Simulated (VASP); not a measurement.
# Sn (I4_1/amd) in VASP: relaxation of cell and atoms with PBE

Aim: the relaxation of cell and atoms of Sn with PBE.

Program: VASP 6.6.1. These are calculated values, not measurements. Logs are shortened: lines on timing, memory, paths and dates and some standing lists are left out, and cuts for length are marked.

### Step 1. The cell of the first run

It takes space group I4_1/amd (No. 141, tetragonal). Conventional cell: a = 5.839 Å, b = 5.839 Å, c = 3.188 Å, α = 90.00°, β = 90.00°, γ = 90.00°. Sn (site symmetry -4m2) has 10 Sn at 3.03 to 3.77 Å within 4.0 Å.

### Step 2. Relaxation of cell and atoms, PBE

The input, INCAR:

```
SYSTEM = Sn
PREC = Accurate ; ENCUT = 500
EDIFF = 1E-7 ; ISMEAR = 1
SIGMA = 0.2 ; LREAL = .False.
LASPH = .True. ; NELM = 120
ALGO = Normal ; ISIF = 3
LWAVE = .False. ; LCHARG = .False.
GGA = PE ; IBRION = 2
NSW = 100 ; EDIFFG = -0.002
GGA_COMPAT = .False. ; NELMIN = 4
```

The input, KPOINTS:

```
Automatic mesh
0
Gamma
  16 16 16
  0 0 0
```

The input, POSCAR:

```
Sn
1.0
   -2.9196440750      2.9196440750      1.5938000000
    2.9196440750     -2.9196440750      1.5938000000
    2.9196440750      2.9196440750     -1.5938000000
Sn
2
Direct
    0.0000000000      0.0000000000      0.0000000000
    0.7500000000      0.2500000000      0.5000000000
```

Potentials or basis: VASP PAW PBE potentials, release 64 (Sn_d).

Run with:

```bash
cat potpaw_PBE.64/Sn_d/POTCAR > POTCAR
mpirun -np 1 vasp_std > vasp.out
```

OUTCAR:

```text
SYSTEM = Sn
   PREC = Accurate
   ENCUT = 500
   EDIFF = 1E-7
   ISMEAR = 1
   LREAL = .False.
   LASPH = .True.
   NELM = 120
   ISIF = 3
   GGA = PE
   IBRION = 2
   NSW = 100
   EDIFFG = -0.002
   NELMIN = 4

 ion  position               nearest neighbor table
   1  0.000  0.000  0.000-   2 3.03   2 3.03   2 3.03   2 3.03
   2  0.750  0.250  0.500-   1 3.03   1 3.03   1 3.03   1 3.03

  LATTYP: Found a body centered tetragonal cell.
 ALAT       =     5.8392881500
 C/A-ratio  =     0.5458884573

  Lattice vectors:

 A1 = (  -2.9196440750,   2.9196440750,   1.5938000000)
 A2 = (   2.9196440750,  -2.9196440750,   1.5938000000)
 A3 = (   2.9196440750,   2.9196440750,  -1.5938000000)

Analysis of symmetry for initial positions (statically):
=====================================================================
 Subroutine PRICEL returns:
 Original cell was already a primitive cell.

 Routine SETGRP: Setting up the symmetry group for a
 body centered tetragonal supercell.

 Subroutine GETGRP returns: Found 16 space group operations
 (whereof  8 operations were pure point group operations)
 out of a pool of 16 trial point group operations.

The static configuration has the point symmetry D_2d.
 The point group associated with its full space group is D_4h.

Analysis of symmetry for dynamics (positions and initial velocities):
=====================================================================
 Subroutine PRICEL returns:
 Original cell was already a primitive cell.

 Routine SETGRP: Setting up the symmetry group for a
 body centered tetragonal supercell.

 Subroutine GETGRP returns: Found 16 space group operations
 (whereof  8 operations were pure point group operations)
 out of a pool of 16 trial point group operations.

The dynamic configuration has the point symmetry D_2d.
 The point group associated with its full space group is D_4h.

 Subroutine INISYM returns: Found 16 space group operations
 (whereof  8 operations are pure point group operations),
 and found     1 'primitive' translations

----------------------------------------------------------------------------------------

                                     Primitive cell

  volume of cell :      54.3443

  direct lattice vectors                    reciprocal lattice vectors
    -2.919644075  2.919644075  1.593800000     0.000000000  0.171253751  0.313715648
     2.919644075 -2.919644075  1.593800000     0.171253751  0.000000000  0.313715648
     2.919644075  2.919644075 -1.593800000     0.171253751  0.171253751  0.000000000

  length of vectors
     4.425928320  4.425928320  4.425928320     0.357414822  0.357414822  0.242189378

  position of ions in fractional coordinates (direct lattice)
     0.000000000  0.000000000  0.000000000
     0.750000000  0.250000000  0.500000000

  ion indices of the primitive-cell ions
   primitive index   ion index
                 1           1
                 2           2

----------------------------------------------------------------------------------------

 KPOINTS: Automatic mesh

Automatic generation of k-mesh.
 Grid dimensions read from file:
 generate k-points for:   16   16   16

 Generating k-lattice:

  Cartesian coordinates                     Fractional coordinates (reciprocal lattice)
     0.000000000  0.010703359  0.019607228     0.062500000 -0.000000000  0.000000000
     0.010703359  0.000000000  0.019607228    -0.000000000  0.062500000  0.000000000
     0.010703359  0.010703359  0.000000000     0.000000000  0.000000000  0.062500000

  Length of vectors
     0.022338426  0.022338426  0.015136836

  Shift w.r.t. Gamma in fractional coordinates (k-lattice)
     0.000000000  0.000000000  0.000000000

 Subroutine IBZKPT returns following result:
 ===========================================

 Found    349 irreducible k-points:

 Following reciprocal coordinates:
            Coordinates               Weight
  0.000000  0.000000  0.000000      1.000000
  0.062500  0.000000  0.000000      8.000000
  0.125000  0.000000  0.000000      8.000000
  0.187500  0.000000 -0.000000      8.000000
  0.250000  0.000000  0.000000      8.000000
  0.312500  0.000000 -0.000000      8.000000
[... 16 lines left out ...]
 -0.125000  0.062500  0.000000     16.000000
 -0.062500  0.062500  0.000000      4.000000
 [... further k-points ...]
   k-points           NKPTS =    349   k-points in BZ     NKDIM =    349   number of bands    NBANDS=     18
   number of dos      NEDOS =    301   number of ions     NIONS =      2
   total plane-waves  NPLWV =  32768
   dimension x,y,z NGX =    32 NGY =   32 NGZ =   32
   dimension x,y,z NGXF=    64 NGYF=   64 NGZF=   64
   ions per type =               2
   NGX,Y,Z   is equivalent  to a cutoff of  12.02, 12.02, 12.02 a.u.
   NGXF,Y,Z  is equivalent  to a cutoff of  24.04, 24.04, 24.04 a.u.
 SYSTEM =  Sn
   PREC   = accura    normal or accurate (medium, high low for compatibility)
   ISTART =      0    job   : 0-new  1-cont  2-samecut
   ICHARG =      2    charge: 1-file 2-atom 10-const
   ISPIN  =      1    spin polarized calculation?
   LNONCOLLINEAR =      F non collinear calculations
   LSORBIT =      F    spin-orbit coupling
   LASPH  =      T    aspherical Exc in radial PAW
   ENCUT  =  500.0 eV  36.75 Ry    6.06 a.u.   8.07  8.07  8.07*2*pi/ulx,y,z
   NELM   =    120;   NELMIN=  4; NELMDL= -5     # of ELM steps
   EDIFF  = 0.1E-06   stopping-criterion for ELM
   LREAL  =      F    real-space projection
   EDIFFG = -.2E-02   stopping-criterion for IOM
   NSW    =    100    number of steps for IOM
   IBRION =      2    ionic relax: 0-MD 1-quasi-New 2-CG
   NFREE  =      1    steps in history (QN), initial steepest desc. (CG)
   ISIF   =      3    stress and relaxation
   ISYM   =      2    0-nonsym 1-usesym 2-fastsym
   POTIM  = 0.5000    time-step for ionic-motion
   TEBEG  =    0.0;   TEEND  =   0.0 temperature during run
   PSTRESS=    0.0 pullay stress
   NELECT =      28.0000    total number of electrons
   NUPDOWN=      -1.0000    fix difference up-down
   EMIN   =  10.00;   EMAX   =-10.00  energy-range for DOS
   EFERMI =   0.00;   METHOD = LEGACY
   ISMEAR =     1;   SIGMA  =   0.20  broadening in eV -4-tet -1-fermi 0-gaus
   EFERMI_NEDOS =   21; number of points for ismear=-14 and -15
   IALGO  =     38    algorithm
   IMIX   =      4    mixing-type and parameters
     AMIX     =   0.40;   BMIX     =  1.00
     AMIX_MAG =   1.60;   BMIX_MAG =  1.00
  volume/ion in A,a.u.               =      27.17       183.37
  Fermi-wavevector in a.u.,A,eV,Ry     =   1.312430  2.480134 23.435677  1.722474
  Thomas-Fermi vector in A             =   2.442823
   LORBIT       =      0    0 simple, 1 ext, 2 COOP (PROOUT), +10 PAW based schemes
   GGA     = PE    functional components
   LHFCALC =     F    Hartree Fock is set to
   AEXX    =    0.0000 exact exchange contribution
   IVDW    =     0    specifies the selected vdW correction
   LEPSILON=     F    determine dielectric tensor
   LRPA    =     F    only Hartree local field effects (RPA)
 conjugate gradient relaxation of ions
 non-spin polarized calculation
 Methfessel and Paxton  Order N= 1 SIGMA  =   0.20
  energy-cutoff  :      500.00
  volume of cell :       54.34
 maximum number of plane-waves:      1402
   NGX = 17   NGY = 17   NGZ = 17

--------------------------------------- Ionic step        1  -------------------------------------------

 number of electron      27.9999983 magnetization

 Free energy of the ion-electron system (eV)
  ---------------------------------------------------
  ext. energy  EPLUGINS =         0.00000000
  ---------------------------------------------------
  free energy    TOTEN  =        -7.59534064 eV

  energy without entropy =       -7.59582733  energy(sigma->0) =       -7.59550287

------------------------ aborting loop because EDIFF is reached ----------------------------------------

  FORCE on cell =-STRESS in cart. coord.  units (eV):
  Direction    XX          YY          ZZ          XY          YZ          ZX
  --------------------------------------------------------------------------------------
  -------------------------------------------------------------------------------------
  Total        0.8810926      0.8810926      0.5607220      0.0000000      0.0000000      0.0000000
  in kB       25.9763711     25.9763711     16.5312067      0.0000000      0.0000000      0.0000000
  external PRESSURE =      22.8279830 kB  Pullay stress =       0.0000000 kB

 VOLUME and BASIS-vectors are now :
 -----------------------------------------------------------------------------
  energy-cutoff  :      500.00
  volume of cell :       54.34
      direct lattice vectors                 reciprocal lattice vectors
    -2.919644075  2.919644075  1.593800000     0.000000000  0.171253751  0.313715648
     2.919644075 -2.919644075  1.593800000     0.171253751  0.000000000  0.313715648
     2.919644075  2.919644075 -1.593800000     0.171253751  0.171253751  0.000000000
[... 109 lines left out ...]
 POSITION                                       TOTAL-FORCE (eV/Angst)
 -----------------------------------------------------------------------------------
      0.00000      5.94235      0.00000        -0.000000      0.000000      0.000000
     -0.00000      2.97118      0.80389         0.000000     -0.000000     -0.000000
 -----------------------------------------------------------------------------------
    total drift:                               -0.000000     -0.000000      0.000000

  FREE ENERGIE OF THE ION-ELECTRON SYSTEM (eV)
  ---------------------------------------------------
  free  energy   TOTEN  =        -7.6130207642 eV

  energy  without entropy=       -7.6133467278  energy(sigma->0) =       -7.61312942

--------------------------------------- Ionic step        5  -------------------------------------------

 number of electron      27.9999989 magnetization

 Free energy of the ion-electron system (eV)
  ---------------------------------------------------
  ext. energy  EPLUGINS =         0.00000000
  ---------------------------------------------------
  free energy    TOTEN  =        -7.61305537 eV

  energy without entropy =       -7.61330225  energy(sigma->0) =       -7.61313766

 E-fermi :   7.4402     XC(G=0): -10.0966

 val. band max:        7.4387954159   @ k =  -0.4375   0.4375   0.0000
 cond. band min:       7.4408262042   @ k =  -0.1875   0.5000   0.1250
 fundamental gap:      0.0020307883
 Fermi energy:         7.4401845531

 k-point     1 :       0.0000    0.0000    0.0000
  band No.  band energies     occupation
      1     -14.1591      2.00000
      2     -14.0969      2.00000
      3     -14.0477      2.00000
      4     -14.0475      2.00000
      5     -13.9097      2.00000
      6     -13.9097      2.00000
[... 10 lines left out ...]
     17      13.3690      0.00000
     18      14.1096      0.00000
[... 463 lines left out ...]
 k-point    24 :      -0.0625    0.0625    0.0000
  band No.  band energies     occupation
      1     -14.1563      2.00000
      2     -14.0974      2.00000
      3     -14.0494      2.00000
      4     -14.0452      2.00000
      5     -13.9110      2.00000
      6     -13.9082      2.00000
[... 10 lines left out ...]
     17      13.1656      0.00000
     18      14.1683      0.00000

 [... further k-points ...]

------------------------ aborting loop because EDIFF is reached ----------------------------------------

  FORCE on cell =-STRESS in cart. coord.  units (eV):
  Direction    XX          YY          ZZ          XY          YZ          ZX
  --------------------------------------------------------------------------------------
  -------------------------------------------------------------------------------------
  Total        0.0005355      0.0005355      0.0008004      0.0000000      0.0000000      0.0000000
  in kB        0.0151165      0.0151165      0.0225966      0.0000000      0.0000000      0.0000000
  external PRESSURE =       0.0176099 kB  Pullay stress =       0.0000000 kB

 VOLUME and BASIS-vectors are now :
 -----------------------------------------------------------------------------
  energy-cutoff  :      500.00
  volume of cell :       56.75
      direct lattice vectors                 reciprocal lattice vectors
    -2.972857254  2.972857254  1.605372701     0.000000000  0.168188365  0.311454156
     2.972857254 -2.972857254  1.605372701     0.168188365  0.000000000  0.311454156
     2.972857254  2.972857254 -1.605372701     0.168188365  0.168188365  0.000000000

 POSITION                                       TOTAL-FORCE (eV/Angst)
 -----------------------------------------------------------------------------------
      0.00000     -0.00000      0.00000         0.000000     -0.000000     -0.000000
      0.00000      2.97286      0.80269        -0.000000      0.000000      0.000000
 -----------------------------------------------------------------------------------
    total drift:                                0.000000     -0.000000      0.000000

  FREE ENERGIE OF THE ION-ELECTRON SYSTEM (eV)
  ---------------------------------------------------
  free  energy   TOTEN  =        -7.6130553715 eV

  energy  without entropy=       -7.6133022473  energy(sigma->0) =       -7.61313766

 reached required accuracy - stopping structural energy minimisation
```

It took 9.1 min on 1 thread of Intel Xeon 6975P-C, shared host; peak memory 0.39 GiB.

What came out:

- Free energy: -7.6131 eV
- Relaxed volume: 28.38 Å³/atom
- Relaxed cell: a = 4.500 Å, b = 4.500 Å, c = 4.500 Å, α = 97.31°, β = 97.31°, γ = 138.20°
- Space group after relaxing (to 0.05 Å): I4_1/amd (No. 141)
- Energy gained by relaxing: 8.9 meV/atom
- Ionic steps: 5
- Pressure after relaxing: 0.0 GPa
- Band gap on the k mesh: zero (band 14 reaches 8.94 eV, above the bottom of band 15 at 4.94 eV)

The path:
```csv
step,energy change (eV),largest force (eV/Å),pressure (GPa),volume (Å³)
1,0.0000,0.0000,2.28,54.34
2,-0.0164,0.0000,-0.55,57.45
3,-0.0175,0.0000,-0.03,56.80
4,-0.0177,0.0000,-0.01,56.77
5,-0.0177,0.0000,0.00,56.75
```

Final structure:
```
CELL_PARAMETERS angstrom
-2.97286 2.97286 1.60537
2.97286 -2.97286 1.60537
2.97286 2.97286 -1.60537
ATOMIC_POSITIONS crystal
Sn 0.00000 0.00000 0.00000
Sn 0.75000 0.25000 0.50000
```

Caveat: spin-orbit coupling is left out, which moves the levels of the heavy elements.
